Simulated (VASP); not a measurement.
# InPd (Pm-3m) in VASP: vibrations by perturbation theory with PBEsol

Aim: the vibrations by perturbation theory of InPd with PBEsol.

Everything below comes from runs of VASP 6.6.1. Logs are shortened: lines on timing, memory, paths and dates and some standing lists are left out, and cuts for length are marked.

## 1. The cell of the first run

It takes space group Pm-3m (No. 221, cubic). The conventional cell has a = 3.249 Å, b = 3.249 Å, c = 3.249 Å, α = 90.00°, β = 90.00°, γ = 90.00°. In (site symmetry m-3m) has 8 Pd at 2.81 Å and 6 In at 3.25 Å within 3.7 Å. Within 3.7 Å of Pd (site symmetry m-3m) lie 8 In at 2.81 Å and 6 Pd at 3.25 Å.

## 2. Vibrations by perturbation theory, PBEsol

INCAR reads:

```
ALGO     = Normal         # electronic algorithm
EDIFF    = 1E-8           # SCF threshold, eV
ENCUT    = 500            # plane-wave cutoff, eV
GGA      = PS             # functional
GGA_COMPAT= F            
IBRION   = 8              # ionic algorithm
ISIF     = 2              # what is computed and relaxed
ISMEAR   = 1              # smearing method
LASPH    = T              # aspherical terms in the spheres
LCHARG   = T              # write CHGCAR
LREAL    = F              # projectors in reciprocal space
LWAVE    = F              # write WAVECAR
NELM     = 120            # most SCF steps
NSW      = 1              # ionic steps
PREC     = Accurate       # precision mode
SIGMA    = 0.2            # smearing width, eV
```

KPOINTS reads:

```
k-points
0
Gamma
  10 10 10
```

POSCAR reads:

```
InPd
1.0
    3.2487861999      0.0000000000      0.0000000000
    0.0000000000      3.2487861999      0.0000000000
    0.0000000000      0.0000000000      3.2487861999
In Pd
1 1
Direct
    0.0000000000      0.0000000000      0.0000000000
    0.5000000000      0.5000000000      0.5000000000
```

Potentials or basis: VASP PAW PBE potentials, release 64 (In_d, Pd).

Started as:

```bash
$ cat potpaw_PBE.64/In_d/POTCAR potpaw_PBE.64/Pd/POTCAR > POTCAR
$ mpirun -np 1 vasp_std > vasp.out
```

OUTCAR:

```text
EDIFF = 1E-8
   ENCUT = 500
   GGA = PS
   IBRION = 8
   ISIF = 2
   ISMEAR = 1
   LASPH = T
   LREAL = F
   NELM = 120
   NSW = 1
   PREC = Accurate

 ion  position               nearest neighbor table
   1  0.000  0.000  0.000-   2 2.81   2 2.81   2 2.81   2 2.81   2 2.81   2 2.81   2 2.81   2 2.81

   2  0.500  0.500  0.500-   1 2.81   1 2.81   1 2.81   1 2.81   1 2.81   1 2.81   1 2.81   1 2.81

  LATTYP: Found a simple cubic cell.
 ALAT       =     3.2487861999

  Lattice vectors:

 A1 = (   3.2487861999,   0.0000000000,   0.0000000000)
 A2 = (   0.0000000000,   3.2487861999,   0.0000000000)
 A3 = (   0.0000000000,   0.0000000000,   3.2487861999)

Analysis of symmetry for initial positions (statically):
=====================================================================
 Subroutine PRICEL returns:
 Original cell was already a primitive cell.

 Routine SETGRP: Setting up the symmetry group for a
 simple cubic supercell.

 Subroutine GETGRP returns: Found 48 space group operations
 (whereof 48 operations were pure point group operations)
 out of a pool of 48 trial point group operations.

The static configuration has the point symmetry O_h .

Analysis of symmetry for dynamics (positions and initial velocities):
=====================================================================
 Subroutine PRICEL returns:
 Original cell was already a primitive cell.

 Routine SETGRP: Setting up the symmetry group for a
 simple cubic supercell.

 Subroutine GETGRP returns: Found 48 space group operations
 (whereof 48 operations were pure point group operations)
 out of a pool of 48 trial point group operations.

The dynamic configuration has the point symmetry O_h .

 Subroutine INISYM returns: Found 48 space group operations
 (whereof 48 operations are pure point group operations),
 and found     1 'primitive' translations

----------------------------------------------------------------------------------------

                                     Primitive cell
[... 592 lines left out ...]

 VOLUME and BASIS-vectors are now :
 -----------------------------------------------------------------------------
  energy-cutoff  :      500.00
  volume of cell :       34.29
      direct lattice vectors                 reciprocal lattice vectors
     3.248786200  0.000000000  0.000000000     0.307807267  0.000000000  0.000000000
     0.000000000  3.248786200  0.000000000     0.000000000  0.307807267  0.000000000
     0.000000000  0.000000000  3.248786200     0.000000000  0.000000000  0.307807267

 POSITION                                       TOTAL-FORCE (eV/Angst)
 -----------------------------------------------------------------------------------
      0.00000      0.00000      0.00000         0.000000      0.000000      0.000000
      1.62439      1.62439      1.62439         0.000000      0.000000      0.000000
 -----------------------------------------------------------------------------------
    total drift:                                0.000000      0.000000     -0.000000

  FREE ENERGIE OF THE ION-ELECTRON SYSTEM (eV)
  ---------------------------------------------------
  free  energy   TOTEN  =       -10.0000701860 eV

  energy  without entropy=       -9.9977723313  energy(sigma->0) =       -9.99930423

[... ionic steps 2 to 3 ...]

--------------------------------------- Ionic step        4  -------------------------------------------

------------------------ aborting loop because EDIFF is reached ----------------------------------------

[... ionic steps 5 to 6 ...]

--------------------------------------- Ionic step        7  -------------------------------------------

 Free energy of the ion-electron system (eV)
  ---------------------------------------------------
  ---------------------------------------------------
  free energy    TOTEN  =        -0.25677564 eV

  energy without entropy =       -0.25677564

------------------------ aborting loop because EDIFF is reached ----------------------------------------

 INTERNAL STRAIN TENSOR  FOR ION    2  DIRECTION 1   (eV/Angst):
 -----------------------------------------------------------------------------
     0.00617  0.00000  0.00000
     0.00000  0.00422  0.00000
     0.00000  0.00000  0.00422

 INTERNAL STRAIN TENSOR FOR ION    2 for displacements in x,y,z  (eV/Angst):
          X           Y           Z          XY          YZ          ZX
  --------------------------------------------------------------------------------
  x     0.00000     0.00000     0.00000     0.00000     0.00000     0.00000
  y     0.00000     0.00000     0.00000     0.00000     0.00000     0.00000
  z     0.00000     0.00000     0.00000     0.00000     0.00000     0.00000

 SECOND DERIVATIVES (NOT SYMMETRIZED)
 ------------------------------------
               1X          1Y          1Z          2X          2Y          2Z
  1X    -4.264049    0.000000    0.000000    4.264049   -0.000000    0.000000
  1Y     0.000000   -4.264049    0.000000   -0.000000    4.264049    0.000000
  1Z     0.000000    0.000000   -4.264049    0.000000    0.000000    4.264049
  2X     4.292525    0.000000    0.000000   -4.292525   -0.000000    0.000000
  2Y    -0.000000    4.292525    0.000000    0.000000   -4.292525    0.000000
  2Z     0.000000    0.000000    4.292525    0.000000    0.000000   -4.292525

 Eigenvectors and eigenvalues of the dynamical matrix
 ----------------------------------------------------

   1 f  =    4.351361 THz    27.340409 2PiTHz  145.145787 cm-1    17.995776 meV
             X         Y         Z           dx          dy          dz
      0.000000  0.000000  0.000000     0.120987    0.012202   -0.681592
      1.624393  1.624393  1.624393    -0.126090   -0.012717    0.710341
[... 21 lines left out ...]
   6 f/i=    0.007235 THz     0.045456 2PiTHz    0.241318 cm-1     0.029920 meV
             X         Y         Z           dx          dy          dz
      0.000000  0.000000  0.000000     0.073937    0.025468    0.717307
      1.624393  1.624393  1.624393     0.070945    0.024437    0.688276

--------------------------------------------------------------------------------------------------------

 ELASTIC MODULI CONTR FROM IONIC RELAXATION (kBar)
 Direction    XX          YY          ZZ          XY          YZ          ZX
 --------------------------------------------------------------------------------
 XX           0.0000      0.0000      0.0000      0.0000      0.0000      0.0000
 YY           0.0000      0.0000      0.0000      0.0000      0.0000      0.0000
 ZZ           0.0000      0.0000      0.0000      0.0000      0.0000      0.0000
 XY           0.0000      0.0000      0.0000      0.0000      0.0000      0.0000
 YZ           0.0000      0.0000      0.0000      0.0000      0.0000      0.0000
 ZX           0.0000      0.0000      0.0000      0.0000      0.0000      0.0000
 --------------------------------------------------------------------------------
```

Wall time 1.7 min (1 thread of AMD EPYC 9R45 (Zen 5), shared host); peak memory 0.26 GiB.

What came out:

| Quantity | Value |
| --- | --- |
| Highest phonon frequency at Γ, LO-TO splitting left out | 145 cm⁻¹ |

Phonon frequencies in cm⁻¹ (negative: imaginary):
```tsv
q point	frequencies
(0.000, 0.000, 0.000)	0 0 0 145 145 145
```

Caveat: spin-orbit coupling is left out, which moves the levels of the heavy elements.
